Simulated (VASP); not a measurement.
# ZnS (zincblende type) (F-43m) in VASP: single point with PBE

Aim: the single point of ZnS (zincblende type) with PBE.

Program: VASP 6.6.1. These are calculated values, not measurements. Logs are shortened: lines on timing, memory, paths and dates and some standing lists are left out, and cuts for length are marked.

**1. The cell of the first run**

The structure is cubic, space group F-43m (No. 216). Conventional cell: a = 5.444 Å, b = 5.444 Å, c = 5.444 Å, α = 90.00°, β = 90.00°, γ = 90.00°. Within 3.1 Å of Zn (site symmetry -43m) lie 4 S at 2.36 Å. Within 3.1 Å of S (site symmetry -43m) lie 4 Zn at 2.36 Å.

**2. Single point, PBE (20.16 Å³/atom)**

File POSCAR:

```
ZnS
1.0
    0.0000000000      2.7217814256      2.7217814256
    2.7217814256      0.0000000000      2.7217814256
    2.7217814256      2.7217814256      0.0000000000
Zn S
1 1
Direct
    0.0000000000      0.0000000000      0.0000000000
    0.2500000000      0.2500000000      0.2500000000
```

File INCAR.step1:

```
SYSTEM = ZnS
PREC = Accurate
ENCUT = 520
EDIFF = 1E-6
ISMEAR = -1
SIGMA = 0.08
LREAL = .False.
LASPH = .True.
NELM = 60
ALGO = Normal
ISIF = 2
LWAVE = .False.
LCHARG = .True.
GGA = PE
NBANDS = 16
```

File KPOINTS.step1:

```
Automatic mesh
0
Gamma
  14 14 14
  0 0 0
```

File INCAR.step2:

```
SYSTEM = ZnS
PREC = Accurate
ENCUT = 520
EDIFF = 1E-6
ISMEAR = -5
SIGMA = 0.08
LREAL = .False.
LASPH = .True.
NELM = 60
ALGO = Normal
ISIF = 2
LWAVE = .False.
LCHARG = .False.
GGA = PE
LORBIT = 11
NBANDS = 16
NEDOS = 1001
ICHARG = 11
```

File KPOINTS.step2:

```
Automatic mesh
0
Gamma
  21 21 21
  0 0 0
```

Potentials or basis: VASP PAW PBE potentials, release 64 (Zn, S).

Started as:

```console
$ cat potpaw_PBE.64/Zn/POTCAR potpaw_PBE.64/S/POTCAR > POTCAR
$ cp INCAR.step1 INCAR
$ cp KPOINTS.step1 KPOINTS
$ mpirun -np 1 vasp_std > vasp.out
$ cp INCAR.step2 INCAR
$ cp KPOINTS.step2 KPOINTS
$ mpirun -np 1 vasp_std > vasp.out
```

OUTCAR:

```text
SYSTEM = ZnS
   PREC = Accurate
   ENCUT = 520
   EDIFF = 1E-6
   ISMEAR = -5
   LREAL = .False.
   LASPH = .True.
   NELM = 60
   ISIF = 2
   GGA = PE
   LORBIT = 11
   ICHARG = 11

 ion  position               nearest neighbor table
   1  0.000  0.000  0.000-   2 2.36   2 2.36   2 2.36   2 2.36
   2  0.250  0.250  0.250-   1 2.36   1 2.36   1 2.36   1 2.36

  LATTYP: Found a face centered cubic cell.
 ALAT       =     5.4435628512

  Lattice vectors:

 A1 = (   0.0000000000,   2.7217814256,   2.7217814256)
 A2 = (   2.7217814256,   0.0000000000,   2.7217814256)
 A3 = (   2.7217814256,   2.7217814256,   0.0000000000)

Analysis of symmetry for initial positions (statically):
=====================================================================
 Subroutine PRICEL returns:
 Original cell was already a primitive cell.

 Routine SETGRP: Setting up the symmetry group for a
 face centered cubic supercell.

 Subroutine GETGRP returns: Found 24 space group operations
 (whereof 24 operations were pure point group operations)
 out of a pool of 48 trial point group operations.

The static configuration has the point symmetry T_d .

Analysis of symmetry for dynamics (positions and initial velocities):
=====================================================================
 Subroutine PRICEL returns:
 Original cell was already a primitive cell.

 Routine SETGRP: Setting up the symmetry group for a
 face centered cubic supercell.

 Subroutine GETGRP returns: Found 24 space group operations
 (whereof 24 operations were pure point group operations)
 out of a pool of 48 trial point group operations.

The dynamic configuration has the point symmetry T_d .

 Subroutine INISYM returns: Found 24 space group operations
 (whereof 24 operations are pure point group operations),
 and found     1 'primitive' translations

----------------------------------------------------------------------------------------

                                     Primitive cell

  volume of cell :      40.3264

  direct lattice vectors                    reciprocal lattice vectors
     0.000000000  2.721781426  2.721781426    -0.183703216  0.183703216  0.183703216
     2.721781426  0.000000000  2.721781426     0.183703216 -0.183703216  0.183703216
     2.721781426  2.721781426  0.000000000     0.183703216  0.183703216 -0.183703216

  length of vectors
     3.849180206  3.849180206  3.849180206     0.318183303  0.318183303  0.318183303

  position of ions in fractional coordinates (direct lattice)
     0.000000000  0.000000000  0.000000000
     0.250000000  0.250000000  0.250000000

  ion indices of the primitive-cell ions
   primitive index   ion index
                 1           1
                 2           2

----------------------------------------------------------------------------------------

 KPOINTS: Automatic mesh

Automatic generation of k-mesh.
 Grid dimensions read from file:
 generate k-points for:   21   21   21

 Generating k-lattice:

  Cartesian coordinates                     Fractional coordinates (reciprocal lattice)
    -0.008747772  0.008747772  0.008747772     0.047619048  0.000000000  0.000000000
     0.008747772 -0.008747772  0.008747772     0.000000000  0.047619048  0.000000000
     0.008747772  0.008747772 -0.008747772     0.000000000  0.000000000  0.047619048

  Length of vectors
     0.015151586  0.015151586  0.015151586

  Shift w.r.t. Gamma in fractional coordinates (k-lattice)
     0.000000000  0.000000000  0.000000000

 TETIRR: Found   1276 inequivalent tetrahedra from    55566

 Subroutine IBZKPT returns following result:
 ===========================================

 Found    286 irreducible k-points:

 Following reciprocal coordinates:
            Coordinates               Weight
  0.000000  0.000000  0.000000      1.000000
  0.047619  0.000000  0.000000      8.000000
  0.095238  0.000000  0.000000      8.000000
  0.142857  0.000000  0.000000      8.000000
  0.190476  0.000000  0.000000      8.000000
  0.238095  0.000000  0.000000      8.000000
[... 16 lines left out ...]
 -0.428571  0.047619  0.000000     24.000000
 -0.380952  0.047619  0.000000     24.000000
 [... further k-points ...]
   k-points           NKPTS =    286   k-points in BZ     NKDIM =    286   number of bands    NBANDS=     16
   number of dos      NEDOS =   1001   number of ions     NIONS =      2
   total plane-waves  NPLWV =  27000
   dimension x,y,z NGX =    30 NGY =   30 NGZ =   30
   dimension x,y,z NGXF=    60 NGYF=   60 NGZF=   60
   ions per type =               1   1
   NGX,Y,Z   is equivalent  to a cutoff of  12.96, 12.96, 12.96 a.u.
   NGXF,Y,Z  is equivalent  to a cutoff of  25.91, 25.91, 25.91 a.u.
 SYSTEM =  ZnS
   PREC   = accura    normal or accurate (medium, high low for compatibility)
   ISTART =      0    job   : 0-new  1-cont  2-samecut
   ICHARG =     11    charge: 1-file 2-atom 10-const
   ISPIN  =      1    spin polarized calculation?
   LNONCOLLINEAR =      F non collinear calculations
   LSORBIT =      F    spin-orbit coupling
   LASPH  =      T    aspherical Exc in radial PAW
   ENCUT  =  520.0 eV  38.22 Ry    6.18 a.u.   7.16  7.16  7.16*2*pi/ulx,y,z
   NELM   =     60;   NELMIN=  2; NELMDL=  0     # of ELM steps
   EDIFF  = 0.1E-05   stopping-criterion for ELM
   LREAL  =      F    real-space projection
   EDIFFG = 0.1E-04   stopping-criterion for IOM
   NSW    =      0    number of steps for IOM
   IBRION =     -1    ionic relax: 0-MD 1-quasi-New 2-CG
   NFREE  =      0    steps in history (QN), initial steepest desc. (CG)
   ISIF   =      2    stress and relaxation
   ISYM   =      2    0-nonsym 1-usesym 2-fastsym
   POTIM  = 0.5000    time-step for ionic-motion
   TEBEG  =    0.0;   TEEND  =   0.0 temperature during run
   PSTRESS=    0.0 pullay stress
   NELECT =      18.0000    total number of electrons
   NUPDOWN=      -1.0000    fix difference up-down
   EMIN   =  10.00;   EMAX   =-10.00  energy-range for DOS
   EFERMI =   0.00;   METHOD = LEGACY
   ISMEAR =    -5;   SIGMA  =   0.08  broadening in eV -4-tet -1-fermi 0-gaus
   EFERMI_NEDOS =   21; number of points for ismear=-14 and -15
   IALGO  =     38    algorithm
   IMIX   =      4    mixing-type and parameters
     AMIX     =   0.40;   BMIX     =  1.00
     AMIX_MAG =   1.60;   BMIX_MAG =  1.00
  volume/ion in A,a.u.               =      20.16       136.07
  Fermi-wavevector in a.u.,A,eV,Ry     =   1.251130  2.364293 21.297555  1.565326
  Thomas-Fermi vector in A             =   2.385092
   LORBIT       =     11    0 simple, 1 ext, 2 COOP (PROOUT), +10 PAW based schemes
   GGA     = PE    functional components
   LHFCALC =     F    Hartree Fock is set to
   AEXX    =    0.0000 exact exchange contribution
   IVDW    =     0    specifies the selected vdW correction
   LEPSILON=     F    determine dielectric tensor
   LRPA    =     F    only Hartree local field effects (RPA)
 non-spin polarized calculation
 Fermi weights with tetrahedron method with Bloechl corrections
  energy-cutoff  :      520.00
  volume of cell :       40.33
 maximum number of plane-waves:      1104
 NGX is ok and might be reduce to    30

 number of electron      18.0000008 magnetization

 Free energy of the ion-electron system (eV)
  ---------------------------------------------------
  ext. energy  EPLUGINS =         0.00000000
  ---------------------------------------------------
  free energy    TOTEN  =        -6.85262599 eV

  energy without entropy =       -6.85262599  energy(sigma->0) =       -6.85262599

 E-fermi :   1.9122     XC(G=0):  -9.5274

 val. band max:        1.9048168158   @ k =   0.0000   0.0000   0.0000
 cond. band min:       3.9241965475   @ k =   0.0000   0.0000   0.0000
 fundamental gap:      2.0193797317
 Fermi energy:         1.9121974567

 k-point     1 :       0.0000    0.0000    0.0000
  band No.  band energies     occupation
      1     -11.0851      2.00000
      2      -4.3496      2.00000
      3      -4.3496      2.00000
      4      -4.3496      2.00000
      5      -3.8756      2.00000
      6      -3.8756      2.00000
[... 8 lines left out ...]
     15      13.6422      0.00000
     16      13.6537      0.00000

 k-point     2 :       0.0476    0.0000    0.0000
  band No.  band energies     occupation
      1     -11.0684      2.00000
      2      -4.3496      2.00000
      3      -4.3465      2.00000
      4      -4.3465      2.00000
      5      -3.8759      2.00000
      6      -3.8759      2.00000
[... 8 lines left out ...]
     15      13.5148      0.00000
     16      13.8058      0.00000

 k-point     3 :       0.0952    0.0000    0.0000
  band No.  band energies     occupation
      1     -11.0190      2.00000
      2      -4.3487      2.00000
      3      -4.3376      2.00000
      4      -4.3376      2.00000
      5      -3.8767      2.00000
      6      -3.8767      2.00000
[... 8 lines left out ...]
     15      13.2369      0.00000
     16      14.1961      0.00000

 k-point     4 :       0.1429    0.0000    0.0000
  band No.  band energies     occupation
      1     -10.9398      2.00000
      2      -4.3443      2.00000
      3      -4.3240      2.00000
      4      -4.3240      2.00000
      5      -3.8773      2.00000
      6      -3.8773      2.00000
[... 8 lines left out ...]
     15      12.9666      0.00000
     16      14.5318      0.00000
[... 324 lines left out ...]
 k-point    22 :      -0.4762    0.0476    0.0000
  band No.  band energies     occupation
      1     -10.1900      2.00000
      2      -4.2389      2.00000
      3      -4.2353      2.00000
      4      -3.8568      2.00000
      5      -3.8483      2.00000
      6      -3.6806      2.00000
[... 8 lines left out ...]
     15      15.1024      0.00000
     16      15.3220      0.00000

 k-point    23 :      -0.4286    0.0476    0.0000
  band No.  band energies     occupation
      1     -10.2211      2.00000
      2      -4.2401      2.00000
      3      -4.2383      2.00000
      4      -3.8758      2.00000
      5      -3.8537      2.00000
      6      -3.8090      2.00000
[... 8 lines left out ...]
     15      14.5055      0.00000
     16      15.2483      0.00000

 k-point    24 :      -0.3810    0.0476    0.0000
  band No.  band energies     occupation
      1     -10.2943      2.00000
      2      -4.2446      2.00000
      3      -4.2445      2.00000
      4      -4.0137      2.00000
      5      -3.8616      2.00000
      6      -3.8451      2.00000
[... 8 lines left out ...]
     15      13.8310      0.00000
     16      14.7362      0.00000

 [... further k-points ...]
[... 5 lines left out ...]
  --------------------------------------------------------------------------------------
  -------------------------------------------------------------------------------------
  Total        0.0513714      0.0513714      0.0513714      0.0000000      0.0000000      0.0000000
  in kB        2.0409963      2.0409963      2.0409963      0.0000000      0.0000000      0.0000000
  external PRESSURE =       2.0409963 kB  Pullay stress =       0.0000000 kB

 VOLUME and BASIS-vectors are now :
 -----------------------------------------------------------------------------
  energy-cutoff  :      520.00
  volume of cell :       40.33
      direct lattice vectors                 reciprocal lattice vectors
     0.000000000  2.721781426  2.721781426    -0.183703216  0.183703216  0.183703216
     2.721781426  0.000000000  2.721781426     0.183703216 -0.183703216  0.183703216
     2.721781426  2.721781426  0.000000000     0.183703216  0.183703216 -0.183703216

 POSITION                                       TOTAL-FORCE (eV/Angst)
 -----------------------------------------------------------------------------------
      0.00000      0.00000      0.00000        -0.000000     -0.000000     -0.000000
      1.36089      1.36089      1.36089         0.000000      0.000000      0.000000
 -----------------------------------------------------------------------------------
    total drift:                               -0.000000     -0.000000     -0.000000

  FREE ENERGIE OF THE ION-ELECTRON SYSTEM (eV)
  ---------------------------------------------------
  free  energy   TOTEN  =        -6.8526259900 eV

  energy  without entropy=       -6.8526259900  energy(sigma->0) =       -6.85262599

 total charge

# of ion       s       p       d       tot
------------------------------------------
    1        0.514   0.458   9.797  10.769
    2        1.316   2.426   0.000   3.742
--------------------------------------------------
tot          1.830   2.884   9.797  14.511
```

Run time: 3.1 min. Hardware: 1 thread of Intel Xeon Platinum 8259CL at 2.50GHz (Skylake/Cascade Lake), shared host; peak memory 0.3 GiB.

Results:

| Quantity | Value |
| --- | --- |
| Valence electrons inside the program's atomic spheres | Zn 10.77; S 3.74 |

Levels at points of the mesh, in eV from the valence-band top:
| k point | band 7 | band 8 | band 9 | band 10 | band 11 | band 12 |
| --- | --- | --- | --- | --- | --- | --- |
| (0.00, 0.00, 0.00) | 0.00 | 0.00 | 0.00 | 2.02 | 6.41 | 6.41 |
